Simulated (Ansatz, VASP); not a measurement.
**CsH: VASP beside Ansatz**

```
CELL_PARAMETERS angstrom
0.00000 3.18800 3.18800
3.18800 0.00000 3.18800
3.18800 3.18800 0.00000
ATOMIC_POSITIONS crystal
Cs 0.00000 0.02500 0.00000
H 0.50000 0.50000 0.50000
```

Alike in both runs: task single point; functional LDA; k mesh 4 × 4 × 4; no spin polarisation.

|  | VASP | Ansatz |
| --- | --- | --- |
| version | VASP 6.6.1 | Ansatz 0.2.0 |
| potentials or method | VASP PAW LDA potentials, release 64 (Cs_sv, H) | plane waves, PAW |
| plane-wave cutoff (eV) | 500 | 420 |
| occupations | gaussian, width 0.01 eV | fixed |
| valence electrons in the cell | 10 | 10 |

```tsv
	VASP	Ansatz	Ansatz less VASP
rms of the force components (eV/Å)	0.029	0.029	-0.0005
```

LDA's correlation is that of Perdew and Zunger in VASP and of Perdew and Wang (1992) in Ansatz. Atom by atom the forces differ by 0.000 eV/Å (rms over components).

The k mesh is coarse, so the values compare programs but aren't converged. Spin-orbit coupling is off throughout.
